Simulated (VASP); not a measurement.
# Cu (Fm-3m) in VASP: single point with LDA

Aim: the single point of Cu with LDA.

Everything below comes from runs of VASP 6.6.1. Logs are shortened: lines on timing, memory, paths and dates and some standing lists are left out, and cuts for length are marked.

## 1. The cell of the first run

The structure is cubic, space group Fm-3m (No. 225). Conventional cell: a = 3.615 Å, b = 3.615 Å, c = 3.615 Å, α = 90.00°, β = 90.00°, γ = 90.00°. Within 3.4 Å of Cu (site symmetry m-3m) lie 12 Cu at 2.56 Å.

## 2. Single point, LDA

File INCAR:

```
SYSTEM = Cu
PREC = Accurate
ENCUT = 600
EDIFF = 1E-6
ISMEAR = 1
SIGMA = 0.2
LREAL = .False.
LASPH = .True.
NELM = 120
ALGO = Normal
ISIF = 2
LWAVE = .False.
LCHARG = .False.
GGA = CA
NBANDS = 12
GGA_COMPAT = .False.
```

File KPOINTS:

```
regular mesh
0
Gamma
  24 24 24
  0 0 0
```

File POSCAR:

```
Cu
1.0
    0.0000000000      1.8075000000      1.8075000000
    1.8075000000      0.0000000000      1.8075000000
    1.8075000000      1.8075000000      0.0000000000
Cu
1
Direct
    0.0000000000      0.0000000000      0.0000000000
```

Potentials or basis: VASP PAW LDA potentials, release 64 (Cu).

On the command line:

```sh
cat potpaw_LDA.64/Cu/POTCAR > POTCAR
mpirun -np 1 vasp_std > vasp.out
```

OUTCAR:

```text
SYSTEM = Cu
   PREC = Accurate
   ENCUT = 600
   EDIFF = 1E-6
   ISMEAR = 1
   LREAL = .False.
   LASPH = .True.
   NELM = 120
   ISIF = 2
   GGA = CA

 ion  position               nearest neighbor table
   1  0.000  0.000  0.000-

  LATTYP: Found a face centered cubic cell.
 ALAT       =     3.6150000000

  Lattice vectors:

 A1 = (   0.0000000000,   1.8075000000,   1.8075000000)
 A2 = (   1.8075000000,   0.0000000000,   1.8075000000)
 A3 = (   1.8075000000,   1.8075000000,   0.0000000000)

Analysis of symmetry for initial positions (statically):
=====================================================================
 Subroutine PRICEL returns:
 Original cell was already a primitive cell.

 Routine SETGRP: Setting up the symmetry group for a
 face centered cubic supercell.

 Subroutine GETGRP returns: Found 48 space group operations
 (whereof 48 operations were pure point group operations)
 out of a pool of 48 trial point group operations.

The static configuration has the point symmetry O_h .

Analysis of symmetry for dynamics (positions and initial velocities):
=====================================================================
 Subroutine PRICEL returns:
 Original cell was already a primitive cell.

 Routine SETGRP: Setting up the symmetry group for a
 face centered cubic supercell.

 Subroutine GETGRP returns: Found 48 space group operations
 (whereof 48 operations were pure point group operations)
 out of a pool of 48 trial point group operations.

The dynamic configuration has the point symmetry O_h .

 Subroutine INISYM returns: Found 48 space group operations
 (whereof 48 operations are pure point group operations),
 and found     1 'primitive' translations

----------------------------------------------------------------------------------------

                                     Primitive cell

  volume of cell :      11.8104

  direct lattice vectors                    reciprocal lattice vectors
     0.000000000  1.807500000  1.807500000    -0.276625173  0.276625173  0.276625173
     1.807500000  0.000000000  1.807500000     0.276625173 -0.276625173  0.276625173
     1.807500000  1.807500000  0.000000000     0.276625173  0.276625173 -0.276625173

  length of vectors
     2.556191014  2.556191014  2.556191014     0.479128854  0.479128854  0.479128854

  position of ions in fractional coordinates (direct lattice)
     0.000000000  0.000000000  0.000000000

  ion indices of the primitive-cell ions
[... 75 lines left out ...]
   LREAL  =      F    real-space projection
   EDIFFG = 0.1E-04   stopping-criterion for IOM
   NSW    =      0    number of steps for IOM
   IBRION =     -1    ionic relax: 0-MD 1-quasi-New 2-CG
   NFREE  =      0    steps in history (QN), initial steepest desc. (CG)
   ISIF   =      2    stress and relaxation
   ISYM   =      2    0-nonsym 1-usesym 2-fastsym
   POTIM  = 0.5000    time-step for ionic-motion
   TEBEG  =    0.0;   TEEND  =   0.0 temperature during run
   PSTRESS=    0.0 pullay stress
   NELECT =      11.0000    total number of electrons
   NUPDOWN=      -1.0000    fix difference up-down
   EMIN   =  10.00;   EMAX   =-10.00  energy-range for DOS
   EFERMI =   0.00;   METHOD = LEGACY
   ISMEAR =     1;   SIGMA  =   0.20  broadening in eV -4-tet -1-fermi 0-gaus
   EFERMI_NEDOS =   21; number of points for ismear=-14 and -15
   IALGO  =     38    algorithm
   IMIX   =      4    mixing-type and parameters
     AMIX     =   0.40;   BMIX     =  1.00
     AMIX_MAG =   1.60;   BMIX_MAG =  1.00
  volume/ion in A,a.u.               =      11.81        79.70
  Fermi-wavevector in a.u.,A,eV,Ry     =   1.598763  3.021224 34.777078  2.556043
  Thomas-Fermi vector in A             =   2.696162
   LORBIT       =      0    0 simple, 1 ext, 2 COOP (PROOUT), +10 PAW based schemes
   GGA     = CA    functional components
   LHFCALC =     F    Hartree Fock is set to
   AEXX    =    0.0000 exact exchange contribution
   IVDW    =     0    specifies the selected vdW correction
   LEPSILON=     F    determine dielectric tensor
   LRPA    =     F    only Hartree local field effects (RPA)
 non-spin polarized calculation
 Methfessel and Paxton  Order N= 1 SIGMA  =   0.20
  energy-cutoff  :      600.00
  volume of cell :       11.81
 maximum number of plane-waves:       411
   NGX = 11   NGY = 11   NGZ = 11

 number of electron      11.0000001 magnetization

 Free energy of the ion-electron system (eV)
  ---------------------------------------------------
  ext. energy  EPLUGINS =         0.00000000
  ---------------------------------------------------
  free energy    TOTEN  =        -4.67468275 eV

  energy without entropy =       -4.67543976  energy(sigma->0) =       -4.67493508

 E-fermi :   7.3403     XC(G=0): -13.1021

 val. band max:        7.3397987371   @ k =   0.5000   0.1667   0.0417
 cond. band min:       7.3843764359   @ k =   0.5000   0.2500   0.0833
 fundamental gap:      0.0445776988
 Fermi energy:         7.3403482866

 k-point     1 :       0.0000    0.0000    0.0000
  band No.  band energies     occupation
      1      -2.0104      2.00000
      2       4.2671      2.00000
      3       4.2671      2.00000
      4       4.2671      2.00000
      5       5.1050      2.00000
      6       5.1050      2.00000
      7      30.0237      0.00000
      8      32.4833      0.00000
      9      32.4833      0.00000
     10      32.4833      0.00000
     11      35.0229      0.00000
     12      35.0229      0.00000
[... 331 lines left out ...]
 k-point    24 :       0.4583    0.0417    0.0000
  band No.  band energies     occupation
      1       2.1916      2.00000
      2       4.2316      2.00000
      3       4.2778      2.00000
      4       5.2796      2.00000
      5       5.6615      2.00000
      6       6.2113      2.00000
      7      11.8930      0.00000
      8      28.1960      0.00000
      9      28.4673      0.00000
     10      29.0660      0.00000
     11      33.1203      0.00000
     12      33.4328      0.00000

 [... further k-points ...]
[... 5 lines left out ...]
  --------------------------------------------------------------------------------------
  -------------------------------------------------------------------------------------
  Total       -0.8601492     -0.8601492     -0.8601492     -0.0000000     -0.0000000     -0.0000000
  in kB     -116.6861853   -116.6861853   -116.6861853     -0.0000000     -0.0000000     -0.0000000
  external PRESSURE =    -116.6861853 kB  Pullay stress =       0.0000000 kB

 VOLUME and BASIS-vectors are now :
 -----------------------------------------------------------------------------
  energy-cutoff  :      600.00
  volume of cell :       11.81
      direct lattice vectors                 reciprocal lattice vectors
     0.000000000  1.807500000  1.807500000    -0.276625173  0.276625173  0.276625173
     1.807500000  0.000000000  1.807500000     0.276625173 -0.276625173  0.276625173
     1.807500000  1.807500000  0.000000000     0.276625173  0.276625173 -0.276625173

 POSITION                                       TOTAL-FORCE (eV/Angst)
 -----------------------------------------------------------------------------------
      0.00000      0.00000      0.00000        -0.000000     -0.000000      0.000000
 -----------------------------------------------------------------------------------
    total drift:                                0.000000     -0.000000     -0.000000

  FREE ENERGIE OF THE ION-ELECTRON SYSTEM (eV)
  ---------------------------------------------------
  free  energy   TOTEN  =        -4.6746827465 eV

  energy  without entropy=       -4.6754397597  energy(sigma->0) =       -4.67493508
```

stdout:

```text
POSCAR found type information on POSCAR Cu
 POSCAR found :  1 types and       1 ions
 scaLAPACK will be used
 LDA part: xc-table for (Slater(with rela. corr.)+CA(PZ))
 , standard interpolation
 POSCAR, INCAR and KPOINTS ok, starting setup
 FFT: planning ... GRIDC
 FFT: planning ... GRID_SOFT
 FFT: planning ... GRID
 WAVECAR not read
 entering main loop
```

Wall time 66 s (1 thread of Intel Xeon 8259CL, shared host); peak memory 0.18 GiB.

What came out:

* Free energy: -4.6747 eV
* Pressure: -11.7 GPa
* Band gap on the k mesh: zero (an odd number of electrons rules out a gap without spin polarisation)

Levels at points of the mesh, in eV from the Fermi level:
```csv
k point,band 4,band 5,band 6,band 7,band 8,band 9
"(0.00, 0.00, 0.00)",-3.07,-2.24,-2.24,22.68,25.14,25.14
"(0.50, 0.00, 0.00)",-1.67,-1.67,-0.98,3.72,21.20,21.91
"(0.50, 0.50, 0.00)",-1.53,-1.53,1.49,7.10,13.00,13.00
```

Caveat: the cell stands under tension.
